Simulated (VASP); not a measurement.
A run of VASP 6.6.1 is set up as follows.

The input INCAR:

```
  PREC = Accurate
  ENCUT = 520
  EDIFF = 1E-7
  ISMEAR = 0
  SIGMA = 0.1
  LREAL = False
  LASPH = True
  NELM = 100
  ALGO = Normal
  ISIF = 2
  LWAVE = False
  LCHARG = False
  GGA = PE
  NBANDS = 14
```

KPOINTS

```
regular mesh
0
Gamma
  18 18 10
```

POSCAR

```
TiAl
1.0
    2.8972251230      0.0000000000      0.0000000000
   -1.4486125615      2.5090705570      0.0000000000
    0.0000000000      0.0000000000      4.5866264774
Ti Al
1 1
Direct
    0.0000000000      0.0000000000      0.0000000000
    0.3333333333      0.6666666667      0.5000000000
```

Potentials or basis: VASP PAW PBE potentials, release 64 (Ti_sv, Al).

Command:

```bash
$ cat potpaw_PBE.64/Ti_sv/POTCAR potpaw_PBE.64/Al/POTCAR > POTCAR
$ mpirun -np 1 vasp_std > vasp.out
```

Q: What does it give for the band gap on the k mesh?

A: Zero (an odd number of electrons rules out a gap without spin polarisation).

Q: What does it give for the pressure?

A: 0.4 GPa.

Stress tensor (GPa, compression positive):
```
-0.45  0.00  0.00
 0.00 -0.45  0.00
 0.00  0.00  2.18
```

Caveat: the cell differs from its parent crystal (strained).
